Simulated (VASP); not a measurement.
# TePb in VASP: single point with PBEsol

Aim: the single point of TePb with PBEsol.

All numbers are computed with VASP 6.6.1; they aren't measurements. Logs are shortened: lines on timing, memory, paths and dates and some standing lists are left out, and cuts for length are marked.

### 1 The cell of the first run

The cell holds a slab with vacuum, 8 atoms: a = 4.556 Å, b = 4.556 Å, c = 24.665 Å, α = 90.00°, β = 90.00°, γ = 90.00°.

### 2 Single point, PBEsol

File INCAR:

```
PREC     = Accurate       # precision mode
ENCUT    = 400            # plane-wave cutoff, eV
EDIFF    = 1E-6           # SCF threshold, eV
ISMEAR   = 0              # smearing method
SIGMA    = 0.05           # smearing width, eV
LREAL    = False          # projectors in reciprocal space
LASPH    = True           # aspherical terms in the spheres
NELM     = 120            # most SCF steps
ALGO     = Normal         # electronic algorithm
ISIF     = 2              # what is computed and relaxed
LWAVE    = False          # write WAVECAR
LCHARG   = False          # write CHGCAR
LDIPOL   = True         
IDIPOL   = 3            
DIPOL    = 0.5 0.5 0.500
GGA      = PS             # functional
NBANDS   = 50             # bands
GGA_COMPAT= False        
NELMDL   = -8
```

File KPOINTS:

```
regular mesh
0
Gamma
  6 6 1
```

File POSCAR:

```
TePb
1.0
    4.5559342579      0.0000000000      0.0000000000
    0.0000000000      4.5559342579      0.0000000000
    0.0000000000      0.0000000000     24.6645960252
Te Pb
4 4
Direct
    0.0000000000      0.0000000000      0.3040795800
    0.5000000000      0.5000000000      0.4346931933
    0.0000000000      0.0000000000      0.5653068067
    0.5000000000      0.5000000000      0.6959204200
    0.5000000000      0.5000000000      0.3040795800
    0.0000000000      0.0000000000      0.4346931933
    0.5000000000      0.5000000000      0.5653068067
    0.0000000000      0.0000000000      0.6959204200
```

Potentials or basis: VASP PAW PBE potentials, release 64 (Te, Pb_d).

On the command line:

```bash
cat potpaw_PBE.64/Te/POTCAR potpaw_PBE.64/Pb_d/POTCAR > POTCAR
mpirun -np 1 vasp_std > vasp.out
```

OUTCAR:

```text
PREC = Accurate
   ENCUT = 400
   EDIFF = 1E-6
   ISMEAR = 0
   LREAL = False
   LASPH = True
   NELM = 120
   ISIF = 2
   GGA = PS
   NELMDL = -8

 ion  position               nearest neighbor table
   1  0.000  0.000  0.304-   6 3.22   5 3.22   5 3.22   5 3.22   5 3.22
   2  0.500  0.500  0.435-   5 3.22   6 3.22   6 3.22   6 3.22   6 3.22   7 3.22
   3  0.000  0.000  0.565-   8 3.22   7 3.22   7 3.22   7 3.22   7 3.22   6 3.22
   4  0.500  0.500  0.696-   7 3.22   8 3.22   8 3.22   8 3.22   8 3.22
   5  0.500  0.500  0.304-   2 3.22   1 3.22   1 3.22   1 3.22   1 3.22
   6  0.000  0.000  0.435-   1 3.22   2 3.22   2 3.22   2 3.22   2 3.22   3 3.22
   7  0.500  0.500  0.565-   4 3.22   3 3.22   3 3.22   3 3.22   3 3.22   2 3.22
   8  0.000  0.000  0.696-   3 3.22   4 3.22   4 3.22   4 3.22   4 3.22

  LATTYP: Found a simple tetragonal cell.
 ALAT       =     4.5559342579
 C/A-ratio  =     5.4137295731

  Lattice vectors:

 A1 = (   4.5559342579,   0.0000000000,   0.0000000000)
 A2 = (   0.0000000000,   4.5559342579,   0.0000000000)
 A3 = (   0.0000000000,   0.0000000000,  24.6645960252)

Analysis of symmetry for initial positions (statically):
=====================================================================
 Subroutine PRICEL returns:
 Original cell was already a primitive cell.

 Routine SETGRP: Setting up the symmetry group for a
 simple tetragonal supercell.

 Subroutine GETGRP returns: Found 16 space group operations
 (whereof  8 operations were pure point group operations)
 out of a pool of 16 trial point group operations.

The static configuration has the point symmetry C_4v.
 The point group associated with its full space group is D_4h.

Analysis of symmetry for dynamics (positions and initial velocities):
=====================================================================
 Subroutine PRICEL returns:
 Original cell was already a primitive cell.

 Routine SETGRP: Setting up the symmetry group for a
 simple tetragonal supercell.

 Subroutine GETGRP returns: Found 16 space group operations
 (whereof  8 operations were pure point group operations)
 out of a pool of 16 trial point group operations.

The dynamic configuration has the point symmetry C_4v.
 The point group associated with its full space group is D_4h.

 Subroutine INISYM returns: Found 16 space group operations
 (whereof  8 operations are pure point group operations),
 and found     1 'primitive' translations

----------------------------------------------------------------------------------------

                                     Primitive cell

  volume of cell :     511.9516

  direct lattice vectors                    reciprocal lattice vectors
     4.555934258  0.000000000  0.000000000     0.219493949  0.000000000  0.000000000
     0.000000000  4.555934258  0.000000000     0.000000000  0.219493949  0.000000000
     0.000000000  0.000000000 24.664596025     0.000000000  0.000000000  0.040543944

  length of vectors
     4.555934258  4.555934258 24.664596025     0.219493949  0.219493949  0.040543944

  position of ions in fractional coordinates (direct lattice)
     0.000000000  0.000000000  0.304079580
     0.500000000  0.500000000  0.434693193
     0.000000000  0.000000000  0.565306807
     0.500000000  0.500000000  0.695920420
     0.500000000  0.500000000  0.304079580
     0.000000000  0.000000000  0.434693193
     0.500000000  0.500000000  0.565306807
     0.000000000  0.000000000  0.695920420

  ion indices of the primitive-cell ions
   primitive index   ion index
                 1           1
                 2           2
                 3           3
                 4           4
                 5           5
                 6           6
                 7           7
                 8           8

----------------------------------------------------------------------------------------

 KPOINTS: regular mesh

Automatic generation of k-mesh.
 Grid dimensions read from file:
 generate k-points for:    6    6    1

 Generating k-lattice:

  Cartesian coordinates                     Fractional coordinates (reciprocal lattice)
     0.036582325  0.000000000  0.000000000     0.166666667  0.000000000  0.000000000
     0.000000000  0.036582325  0.000000000     0.000000000  0.166666667  0.000000000
     0.000000000  0.000000000  0.040543944     0.000000000  0.000000000  1.000000000

  Length of vectors
     0.036582325  0.036582325  0.040543944

  Shift w.r.t. Gamma in fractional coordinates (k-lattice)
     0.000000000  0.000000000  0.000000000

 Subroutine IBZKPT returns following result:
 ===========================================

 Found     10 irreducible k-points:

 Following reciprocal coordinates:
            Coordinates               Weight
  0.000000  0.000000  0.000000      1.000000
  0.166667  0.000000  0.000000      4.000000
  0.333333  0.000000  0.000000      4.000000
  0.500000  0.000000  0.000000      2.000000
  0.166667  0.166667  0.000000      4.000000
  0.333333  0.166667  0.000000      8.000000
  0.500000  0.166667  0.000000      4.000000
  0.333333  0.333333  0.000000      4.000000
  0.500000  0.333333  0.000000      4.000000
  0.500000  0.500000  0.000000      1.000000
   k-points           NKPTS =     10   k-points in BZ     NKDIM =     10   number of bands    NBANDS=     50
   number of dos      NEDOS =    301   number of ions     NIONS =      8
   total plane-waves  NPLWV = 145800
   dimension x,y,z NGX =    30 NGY =   30 NGZ =  162
   dimension x,y,z NGXF=    60 NGYF=   60 NGZF=  324
   ions per type =               4   4
   NGX,Y,Z   is equivalent  to a cutoff of  10.95, 10.95, 10.92 a.u.
   NGXF,Y,Z  is equivalent  to a cutoff of  21.89, 21.89, 21.84 a.u.
 SYSTEM =  unknown system
   PREC   = accura    normal or accurate (medium, high low for compatibility)
   ISTART =      0    job   : 0-new  1-cont  2-samecut
   ICHARG =      2    charge: 1-file 2-atom 10-const
   ISPIN  =      1    spin polarized calculation?
   LNONCOLLINEAR =      F non collinear calculations
   LSORBIT =      F    spin-orbit coupling
   LASPH  =      T    aspherical Exc in radial PAW
   ENCUT  =  400.0 eV  29.40 Ry    5.42 a.u.   7.43  7.43 40.22*2*pi/ulx,y,z
   NELM   =    120;   NELMIN=  2; NELMDL= -8     # of ELM steps
   EDIFF  = 0.1E-05   stopping-criterion for ELM
   LREAL  =      F    real-space projection
   EDIFFG = 0.1E-04   stopping-criterion for IOM
   NSW    =      0    number of steps for IOM
   IBRION =     -1    ionic relax: 0-MD 1-quasi-New 2-CG
   NFREE  =      0    steps in history (QN), initial steepest desc. (CG)
   ISIF   =      2    stress and relaxation
   ISYM   =      2    0-nonsym 1-usesym 2-fastsym
   POTIM  = 0.5000    time-step for ionic-motion
   TEBEG  =    0.0;   TEEND  =   0.0 temperature during run
   PSTRESS=    0.0 pullay stress
   NELECT =      80.0000    total number of electrons
   NUPDOWN=      -1.0000    fix difference up-down
   EMIN   =  10.00;   EMAX   =-10.00  energy-range for DOS
   EFERMI =   0.00;   METHOD = LEGACY
   ISMEAR =     0;   SIGMA  =   0.05  broadening in eV -4-tet -1-fermi 0-gaus
   EFERMI_NEDOS =   21; number of points for ismear=-14 and -15
   IALGO  =     38    algorithm
   IMIX   =      4    mixing-type and parameters
     AMIX     =   0.40;   BMIX     =  1.00
     AMIX_MAG =   1.60;   BMIX_MAG =  1.00
  volume/ion in A,a.u.               =      63.99       431.85
  Fermi-wavevector in a.u.,A,eV,Ry     =   0.881783  1.666329 10.579098  0.777542
  Thomas-Fermi vector in A             =   2.002326
   LORBIT       =      0    0 simple, 1 ext, 2 COOP (PROOUT), +10 PAW based schemes
   GGA     = PS    functional components
   LHFCALC =     F    Hartree Fock is set to
   AEXX    =    0.0000 exact exchange contribution
   IVDW    =     0    specifies the selected vdW correction
   LEPSILON=     F    determine dielectric tensor
   LRPA    =     F    only Hartree local field effects (RPA)
 non-spin polarized calculation
 Gauss-broadening in eV      SIGMA  =   0.05
  energy-cutoff  :      400.00
  volume of cell :      511.95
 maximum number of plane-waves:      9409
 NGX is ok and might be reduce to    30
   NGX = 15   NGY = 15   NGZ = 81

 dipolmoment           0.000000      0.000000     -0.000000 electrons x Angstroem

 number of electron      80.0000042 magnetization

 dipolmoment           0.000000      0.000000      0.000000 electrons x Angstroem

 Free energy of the ion-electron system (eV)
  ---------------------------------------------------
  ext. energy  EPLUGINS =         0.00000000
  ---------------------------------------------------
  free energy    TOTEN  =       -32.29393506 eV

  energy without entropy =      -32.29393506  energy(sigma->0) =      -32.29393506

 E-fermi :   0.9253     XC(G=0):  -5.4473

 val. band max:        0.6583366005   @ k =   0.5000   0.0000   0.0000
 cond. band min:       1.7570912893   @ k =   0.3333   0.0000   0.0000
 fundamental gap:      1.0987546888
 Fermi energy:         0.9252654381

 k-point     1 :       0.0000    0.0000    0.0000
  band No.  band energies     occupation
      1     -16.0208      2.00000
      2     -16.0199      2.00000
      3     -15.9561      2.00000
      4     -15.9561      2.00000
      5     -15.9561      2.00000
      6     -15.9561      2.00000
[... 42 lines left out ...]
     49       5.2151      0.00000
     50       5.2151      0.00000

 k-point     2 :       0.1667    0.0000    0.0000
  band No.  band energies     occupation
      1     -16.0166      2.00000
      2     -16.0159      2.00000
      3     -15.9577      2.00000
      4     -15.9577      2.00000
      5     -15.9560      2.00000
      6     -15.9560      2.00000
[... 416 lines left out ...]
 k-point    10 :       0.5000    0.5000    0.0000
  band No.  band energies     occupation
      1     -15.9977      2.00000
      2     -15.9977      2.00000
      3     -15.9642      2.00000
      4     -15.9642      2.00000
      5     -15.9615      2.00000
      6     -15.9615      2.00000
[... 42 lines left out ...]
     49       6.2602      0.00000
     50       6.2602      0.00000

------------------------ aborting loop because EDIFF is reached ----------------------------------------

 vacuum level on the upper side and lower side of the slab       (xc-potential included)        -0.119        -0.119

  FORCE on cell =-STRESS in cart. coord.  units (eV):
  Direction    XX          YY          ZZ          XY          YZ          ZX
  --------------------------------------------------------------------------------------
  -------------------------------------------------------------------------------------
  Total       -0.9215564     -0.9215564     -3.1580414      0.0000000      0.0000000     -0.0000000
  in kB       -2.8840555     -2.8840555     -9.8832434      0.0000000      0.0000000     -0.0000000
  external PRESSURE =      -5.2171182 kB  Pullay stress =       0.0000000 kB

 VOLUME and BASIS-vectors are now :
 -----------------------------------------------------------------------------
  energy-cutoff  :      400.00
  volume of cell :      511.95
      direct lattice vectors                 reciprocal lattice vectors
     4.555934258  0.000000000  0.000000000     0.219493949  0.000000000  0.000000000
     0.000000000  4.555934258  0.000000000     0.000000000  0.219493949  0.000000000
     0.000000000  0.000000000 24.664596025     0.000000000  0.000000000  0.040543944

 POSITION                                       TOTAL-FORCE (eV/Angst)
 -----------------------------------------------------------------------------------
      0.00000      0.00000      7.50000         0.000000      0.000000      0.088456
      2.27797      2.27797     10.72153         0.000000     -0.000000     -0.324142
      0.00000      0.00000     13.94306         0.000000     -0.000000      0.324142
      2.27797      2.27797     17.16460         0.000000     -0.000000     -0.088456
      2.27797      2.27797      7.50000         0.000000      0.000000      0.457414
      0.00000      0.00000     10.72153         0.000000     -0.000000     -0.356769
      2.27797      2.27797     13.94306         0.000000      0.000000      0.356769
      0.00000      0.00000     17.16460        -0.000000     -0.000000     -0.457414
 -----------------------------------------------------------------------------------
    total drift:                                0.000000      0.000000      0.000000

  FREE ENERGIE OF THE ION-ELECTRON SYSTEM (eV)
  ---------------------------------------------------
  free  energy   TOTEN  =       -32.2939350570 eV

  energy  without entropy=      -32.2939350570  energy(sigma->0) =      -32.29393506

 vacuum level on the upper side and lower side of the slab         5.108         5.108
```

It took 8.3 min on 1 thread of Intel Xeon 8259CL, shared host; peak memory 0.44 GiB.

What came out:

```
Free energy            : -32.2939 eV
Largest force          : 0.457 eV/Å
Band gap on the k mesh : 1.10 eV (least direct gap 1.12 eV)
```

Forces in eV/Å, atoms in the order of the input:
```
Te   0.000  0.000  0.088
Te   0.000  0.000 -0.324
Te   0.000  0.000  0.324
Te   0.000  0.000 -0.088
Pb   0.000  0.000  0.457
Pb   0.000  0.000 -0.357
Pb   0.000  0.000  0.357
Pb   0.000  0.000 -0.457
```

Levels at points of the mesh, in eV from the valence-band top:
```csv
k point,band 36,band 37,band 38,band 39,band 40,band 41,band 42,band 43,band 44,band 45
"(0.00, 0.00, 0.00)",-1.65,-1.34,-1.34,-0.72,-0.65,1.80,2.39,3.47,3.65,3.96
"(0.50, 0.00, 0.00)",-0.56,-0.35,-0.35,0.00,0.00,1.12,1.12,1.50,1.50,1.51
"(0.50, 0.50, 0.00)",-2.88,-2.13,-2.13,-0.72,-0.72,2.11,2.11,3.71,3.71,4.17
```

Caveat: the PAW data sets were made with another functional, which shifts forces and pressure a little; spin-orbit coupling is left out, which moves the levels of the heavy elements.
